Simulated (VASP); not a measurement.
# Mg8O9 (a cell with a defect) in VASP: single point with PBEsol

Aim: the single point of Mg8O9 (a cell with a defect) with PBEsol.

All numbers are computed with VASP 6.6.1; they aren't measurements. Logs are shortened: lines on timing, memory, paths and dates and some standing lists are left out, and cuts for length are marked.

## (1) The cell of the first run

The cell holds a defect, 17 atoms: a = 5.931 Å, b = 5.931 Å, c = 5.931 Å, α = 60.00°, β = 60.00°, γ = 60.00°.

## (2) Single point, PBEsol, collinear spin

Contents of INCAR:

```
PREC     = Accurate       # precision mode
ENCUT    = 520            # plane-wave cutoff, eV
EDIFF    = 1E-7           # SCF threshold, eV
ISMEAR   = -1             # smearing method
SIGMA    = 0.02           # smearing width, eV
LREAL    = Auto         
LASPH    = T              # aspherical terms in the spheres
NELM     = 150            # most SCF steps
ALGO     = Normal         # electronic algorithm
ISIF     = 2              # what is computed and relaxed
LWAVE    = F              # write WAVECAR
LCHARG   = F              # write CHGCAR
ISPIN    = 2              # spin polarisation
MAGMOM   = 0 0 0 0 0 0 0 0 0 0 0 0 0 0 0 0 1 # initial moments
LORBIT   = 11             # projections on sites
GGA      = PS             # functional
NBANDS   = 53             # bands
```

Contents of KPOINTS:

```
regular mesh
0
Gamma
  2 2 2
```

Contents of POSCAR:

```
Mg8O9
1.0
    0.0000000000      4.1942000000      4.1942000000
    4.1942000000      0.0000000000      4.1942000000
    4.1942000000      4.1942000000      0.0000000000
Mg O
8 9
Direct
   -0.0209373795      0.0061881177      0.0066866847
    0.0095571975     -0.0292679912      0.5160360731
    0.0095264440      0.5155035941     -0.0286492054
   -0.0025438441      0.4877489079      0.4882898889
    0.4867488595     -0.0014054290     -0.0008961806
    0.4747529190     -0.0292078432      0.5159873516
    0.4747669861      0.5157106755     -0.0288327517
    0.5052455562      0.4799653371      0.4805283243
    0.2420929610      0.2431647210      0.2437267626
    0.2420504235      0.2432119975      0.7437234188
    0.2420407894      0.7432318482      0.2437359850
    0.2421156301      0.7431544792      0.7436686036
    0.8609423759      0.2432758274      0.2438201683
    0.7421083310      0.2431494490      0.7436443147
    0.7421135457      0.7431341558      0.2436471086
    0.7421024993      0.7431825553      0.7436767669
    0.6232509053      0.2430933975      0.2433763866
```

Potentials or basis: VASP PAW PBE potentials, release 64 (Mg, O).

Run with:

```console
cat potpaw_PBE.64/Mg/POTCAR potpaw_PBE.64/O/POTCAR > POTCAR
mpirun -np 1 vasp_std > vasp.out
```

OUTCAR:

```text
PREC = Accurate
   ENCUT = 520
   EDIFF = 1E-7
   ISMEAR = -1
   LREAL = Auto
   LASPH = T
   NELM = 150
   ISIF = 2
   ISPIN = 2
   LORBIT = 11
   GGA = PS

 ion  position               nearest neighbor table
   1  0.979  0.006  0.007-  14 2.10  15 2.10  10 2.10  11 2.10  17 2.11  13 2.11  12 2.21   7 2.93
                             3 2.93   2 2.93   6 2.93   5 2.97   5 2.97   4 2.97   4 2.97   6 3.01
   2  0.010  0.971  0.516-  13 1.84  12 1.93  16 2.08  11 2.10  14 2.10   9 2.12   3 2.70   6 2.76
                            17 2.80   1 2.93   8 2.93   5 2.95   4 2.95   4 2.99   5 2.99   8 3.01
   3  0.010  0.516  0.971-  13 1.84  12 1.93  16 2.08  10 2.10  15 2.10   9 2.12   2 2.70   7 2.76
                            17 2.80   1 2.93   8 2.93   4 2.95   5 2.95   5 2.99   4 2.99   8 3.01
   4  0.997  0.488  0.488-   9 2.05  14 2.10  15 2.10  10 2.10  11 2.10  16 2.14   3 2.95   2 2.95
                             6 2.95   7 2.95   8 2.97   8 2.97   1 2.97   1 2.97   7 2.99   6 2.99
   5  0.487  0.999  0.999-   9 2.05  15 2.10  14 2.10  11 2.10  10 2.10  16 2.14   6 2.95   2 2.95
                             3 2.95   7 2.95   1 2.97   1 2.97   8 2.97   8 2.97   7 2.99   3 2.99
   6  0.475  0.971  0.516-  17 1.84  12 1.93  16 2.08  15 2.10  10 2.10   9 2.12   7 2.70   2 2.76
                            13 2.80   1 2.93   8 2.93   5 2.95   4 2.95   4 2.99   5 2.99   8 3.01
   7  0.475  0.516  0.971-  17 1.84  12 1.93  16 2.08  14 2.10  11 2.10   9 2.13   6 2.70   3 2.76
                            13 2.80   1 2.93   8 2.93   5 2.95   4 2.95   4 2.99   5 2.99   8 3.01
   8  0.505  0.480  0.481-  10 2.10  14 2.10  11 2.10  15 2.10  13 2.11  17 2.11  12 2.21   2 2.93
                             3 2.93   7 2.93   6 2.93   4 2.97   4 2.97   5 2.97   5 2.97   6 3.01
   9  0.242  0.243  0.244-   4 2.05   5 2.05   6 2.12   3 2.12   2 2.12   7 2.13
  10  0.242  0.243  0.744-   4 2.10   5 2.10   8 2.10   1 2.10   3 2.10   6 2.10
  11  0.242  0.743  0.244-   5 2.10   4 2.10   8 2.10   1 2.10   2 2.10   7 2.10
  12  0.242  0.743  0.744-   7 1.93   2 1.93   3 1.93   6 1.93   1 2.21   8 2.21
  13  0.861  0.243  0.244-  17 1.41   3 1.84   2 1.84   8 2.11   1 2.11   6 2.80   7 2.80
  14  0.742  0.243  0.744-   5 2.10   4 2.10   8 2.10   1 2.10   2 2.10   7 2.10
  15  0.742  0.743  0.244-   5 2.10   4 2.10   1 2.10   8 2.10   3 2.10   6 2.10
  16  0.742  0.743  0.744-   7 2.08   2 2.08   6 2.08   3 2.08   4 2.14   5 2.14
  17  0.623  0.243  0.243-  13 1.41   7 1.84   6 1.84   1 2.11   8 2.11   3 2.80   2 2.80

  LATTYP: Found a face centered cubic cell.
 ALAT       =     8.3884000000

  Lattice vectors:

 A1 = (   0.0000000000,   4.1942000000,   4.1942000000)
 A2 = (   4.1942000000,   0.0000000000,   4.1942000000)
 A3 = (   4.1942000000,   4.1942000000,   0.0000000000)

Analysis of symmetry for initial positions (statically):
=====================================================================
 Subroutine PRICEL returns:
 Original cell was already a primitive cell.

 Routine SETGRP: Setting up the symmetry group for a
 face centered cubic supercell.

 Subroutine GETGRP returns: Found  1 space group operations
 (whereof  1 operations were pure point group operations)
 out of a pool of 48 trial point group operations.

The static configuration has the point symmetry C_1 .

Analysis of symmetry for dynamics (positions and initial velocities):
=====================================================================
 Subroutine PRICEL returns:
 Original cell was already a primitive cell.

 Routine SETGRP: Setting up the symmetry group for a
 face centered cubic supercell.

 Subroutine GETGRP returns: Found  1 space group operations
 (whereof  1 operations were pure point group operations)
 out of a pool of 48 trial point group operations.

The dynamic configuration has the point symmetry C_1 .

Analysis of structural, dynamic, and magnetic symmetry:
=====================================================================
 Subroutine PRICEL returns:
 Original cell was already a primitive cell.

 Routine SETGRP: Setting up the symmetry group for a
 face centered cubic supercell.

 Subroutine GETGRP returns: Found  1 space group operations
 (whereof  1 operations were pure point group operations)
 out of a pool of 48 trial point group operations.

The overall configuration has the point symmetry C_1 .

 Subroutine INISYM returns: Found  1 space group operations
 (whereof  1 operations are pure point group operations),
 and found     1 'primitive' translations

----------------------------------------------------------------------------------------

                                     Primitive cell

  volume of cell :     147.5630
[... 97 lines left out ...]
   LNONCOLLINEAR =      F non collinear calculations
   LSORBIT =      F    spin-orbit coupling
   LASPH  =      T    aspherical Exc in radial PAW
   ENCUT  =  520.0 eV  38.22 Ry    6.18 a.u.  11.03 11.03 11.03*2*pi/ulx,y,z
   NELM   =    150;   NELMIN=  2; NELMDL= -5     # of ELM steps
   EDIFF  = 0.1E-06   stopping-criterion for ELM
   LREAL  =      T    real-space projection
   EDIFFG = 0.1E-05   stopping-criterion for IOM
   NSW    =      0    number of steps for IOM
   IBRION =     -1    ionic relax: 0-MD 1-quasi-New 2-CG
   NFREE  =      0    steps in history (QN), initial steepest desc. (CG)
   ISIF   =      2    stress and relaxation
   ISYM   =      2    0-nonsym 1-usesym 2-fastsym
   POTIM  = 0.5000    time-step for ionic-motion
   TEBEG  =    0.0;   TEEND  =   0.0 temperature during run
   PSTRESS=    0.0 pullay stress
   NELECT =      70.0000    total number of electrons
   NUPDOWN=      -1.0000    fix difference up-down
   EMIN   =  10.00;   EMAX   =-10.00  energy-range for DOS
   EFERMI =   0.00;   METHOD = LEGACY
   ISMEAR =    -1;   SIGMA  =   0.02  broadening in eV -4-tet -1-fermi 0-gaus
   EFERMI_NEDOS =   21; number of points for ismear=-14 and -15
   IALGO  =     38    algorithm
   IMIX   =      4    mixing-type and parameters
     AMIX     =   0.40;   BMIX     =  1.00
     AMIX_MAG =   1.60;   BMIX_MAG =  1.00
  volume/ion in A,a.u.               =       8.68        58.58
  Fermi-wavevector in a.u.,A,eV,Ry     =   1.276777  2.412759 22.179666  1.630159
  Thomas-Fermi vector in A             =   2.409414
   LORBIT       =     11    0 simple, 1 ext, 2 COOP (PROOUT), +10 PAW based schemes
   GGA     = PS    functional components
   LHFCALC =     F    Hartree Fock is set to
   AEXX    =    0.0000 exact exchange contribution
   IVDW    =     0    specifies the selected vdW correction
   LEPSILON=     F    determine dielectric tensor
   LRPA    =     F    only Hartree local field effects (RPA)
 spin polarized calculation
  energy-cutoff  :      520.00
  volume of cell :      147.56
 maximum number of plane-waves:      3996
 NGX is ok and might be reduce to    48
   NGX = 23   NGY = 23   NGZ = 23

 number of electron      69.9999996 magnetization       0.0000001

 number of electron      69.9999996 magnetization      -0.0000000

 Free energy of the ion-electron system (eV)
  ---------------------------------------------------
  ext. energy  EPLUGINS =         0.00000000
  ---------------------------------------------------
  free energy    TOTEN  =      -101.81782584 eV

  energy without entropy =     -101.81782584  energy(sigma->0) =     -101.81782584

 E-fermi :   5.1808     XC(G=0): -11.6284

 val. band max:        4.6287026946   @ k =   0.0000   0.5000   0.5000
 cond. band min:       8.5227801019   @ k =   0.0000   0.0000   0.0000
 fundamental gap:      3.8940774073
 Fermi energy:         5.1808492482

 spin component 1

 k-point     1 :       0.0000    0.0000    0.0000
  band No.  band energies     occupation
      1     -18.2798      1.00000
      2     -13.7994      1.00000
      3     -12.7910      1.00000
      4     -12.2899      1.00000
      5     -12.1741      1.00000
      6     -12.1682      1.00000
[... 389 lines left out ...]
     46      14.8257      0.00000
     47      14.9022      0.00000
 Fermi energy:         5.1808492482

 spin component 2

 k-point     1 :       0.0000    0.0000    0.0000
  band No.  band energies     occupation
      1     -18.2798      1.00000
      2     -13.7994      1.00000
      3     -12.7910      1.00000
      4     -12.2899      1.00000
      5     -12.1741      1.00000
      6     -12.1682      1.00000
[... 389 lines left out ...]
     46      14.8257      0.00000
     47      14.9022      0.00000
 [bands above 47 left out]

------------------------ aborting loop because EDIFF is reached ----------------------------------------

  FORCE on cell =-STRESS in cart. coord.  units (eV):
  Direction    XX          YY          ZZ          XY          YZ          ZX
  --------------------------------------------------------------------------------------
  -------------------------------------------------------------------------------------
  Total        8.6231666     20.4445311     20.4255599      0.0219008      1.2413451      0.0185037
  in kB       93.6267517    221.9782040    221.7722230      0.2377898     13.4780085      0.2009060
  external PRESSURE =     179.1257262 kB  Pullay stress =       0.0000000 kB

 VOLUME and BASIS-vectors are now :
 -----------------------------------------------------------------------------
  energy-cutoff  :      520.00
  volume of cell :      147.56
      direct lattice vectors                 reciprocal lattice vectors
     0.000000000  4.194200000  4.194200000    -0.119212245  0.119212245  0.119212245
     4.194200000  0.000000000  4.194200000     0.119212245 -0.119212245  0.119212245
     4.194200000  4.194200000  0.000000000     0.119212245  0.119212245 -0.119212245

 POSITION                                       TOTAL-FORCE (eV/Angst)
 -----------------------------------------------------------------------------------
      0.05400      4.13443      4.13234         0.026898      0.000444      0.000790
      6.23580      2.20444      4.11153         0.001987     -0.008983      0.007315
      6.23616      4.11400      2.20208        -0.001426      0.006144     -0.004229
      4.09370      6.23152      6.22925        -0.020654      0.001273      0.001590
      8.37875      6.23196      6.22983         0.023705     -0.002971     -0.000583
      6.23585      4.15536      6.06291         0.003568     -0.006989      0.006579
[... 9 lines left out ...]
      6.23619      6.23166      6.22958        -0.001693     -0.001789     -0.000095
      2.04035      3.63481      3.63362         0.002135     -0.188490     -0.199553
 -----------------------------------------------------------------------------------
    total drift:                               -0.022210     -0.007638     -0.006301

  FREE ENERGIE OF THE ION-ELECTRON SYSTEM (eV)
  ---------------------------------------------------
  free  energy   TOTEN  =      -101.8178258396 eV

  energy  without entropy=     -101.8178258396  energy(sigma->0) =     -101.81782584

 total charge

# of ion       s       p       d       tot
------------------------------------------
    1        0.145   0.180   0.085   0.409
    2        0.172   0.227   0.110   0.509
    3        0.172   0.227   0.110   0.509
    4        0.152   0.186   0.083   0.421
    5        0.152   0.186   0.083   0.421
    6        0.172   0.227   0.109   0.509
[... 9 lines left out ...]
   16        1.535   3.547   0.000   5.083
   17        1.588   3.549   0.000   5.136
--------------------------------------------------
tot         15.222  33.679   0.773  49.674

 magnetization (x)

# of ion       s       p       d       tot
------------------------------------------
    1       -0.000  -0.000  -0.000  -0.000
    2       -0.000   0.000   0.000   0.000
    3       -0.000   0.000   0.000   0.000
    4       -0.000  -0.000   0.000  -0.000
    5       -0.000  -0.000   0.000  -0.000
    6       -0.000  -0.000  -0.000  -0.000
[... 9 lines left out ...]
   16       -0.000  -0.000   0.000  -0.000
   17        0.000   0.000   0.000   0.000
--------------------------------------------------
tot         -0.000   0.000  -0.000  -0.000
```

It took 5.5 min on 1 thread of Intel Xeon Platinum 8259CL at 2.50GHz (Skylake/Cascade Lake), shared host; peak memory 0.43 GiB.

What came out:

| Quantity | Value |
| --- | --- |
| Free energy | -101.8178 eV |
| Pressure | 17.9 GPa |
| Largest force | 0.278 eV/Å |
| Band gap on the k mesh | 3.89 eV |
| Net moment | 0.00 μB per cell |
| Valence electrons inside the program's atomic spheres | Mg 0.41, 0.51, 0.42 (each value once); O 5.10, 5.09, 5.17, 5.14, 5.08 (each value once) |

Forces on the atoms (eV/Å):
```
Mg   0.027  0.000  0.001
Mg   0.002 -0.009  0.007
Mg  -0.001  0.006 -0.004
Mg  -0.021  0.001  0.002
Mg   0.024 -0.003 -0.001
Mg   0.004 -0.007  0.007
Mg   0.001  0.006 -0.012
Mg  -0.015  0.000  0.001
O   -0.002 -0.002  0.000
O   -0.008  0.000  0.000
O   -0.008  0.000 -0.001
O    0.000  0.000  0.002
O   -0.002  0.197  0.196
O   -0.001  0.000  0.000
O    0.000  0.000  0.000
O   -0.002 -0.002  0.000
O    0.002 -0.188 -0.200
```

Caveat: the k points lie up to 0.65 Å⁻¹ apart; the PAW data sets were made with another functional, which shifts forces and pressure a little.
